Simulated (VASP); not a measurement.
# CaBr: single point with PBE

The system is CaBr.

```
CELL_PARAMETERS angstrom
3.75362 0.00000 0.00000
-1.87681 3.25073 0.00000
0.00000 0.00000 4.15994
ATOMIC_POSITIONS crystal
Ca 0.00000 0.00000 0.00000
Br 0.33333 0.66667 0.50000
```

- Program: VASP 6.6.1
- Task: single point
- Functional: PBE
- Potentials or basis: VASP PAW PBE potentials, release 64 (Ca_sv, Br)
- Cutoff: 520 eV
- k mesh: 9 × 9 × 7
- Occupations: fermi-dirac, width 0.05 eV
- Spin: no spin polarisation

```yaml
Pressure: 4.2 GPa
Band_gap_on_the_k_mesh: zero (an odd number of electrons rules out a gap without spin polarisation)
```

Stress tensor (GPa, compression positive):
```
4.27 0.00 0.00
0.00 4.27 0.00
0.00 0.00 4.03
```

Levels at points of the mesh, in eV from the Fermi level:
```
           k point  band 6  band 7  band 8  band 9  band 10  band 11  band 12  band 13
(0.00, 0.00, 0.00)   -5.82   -4.72   -4.72   -1.72     0.59     2.57     2.57     3.11
```

Run time: 53 s on 1 thread of Intel Xeon 8259CL, on a shared host, peak memory 0.19 GiB.

Caveat: the cell stands under pressure; an odd number of electrons without spin polarisation forces a metal; a magnetic or distorted state may lie lower.
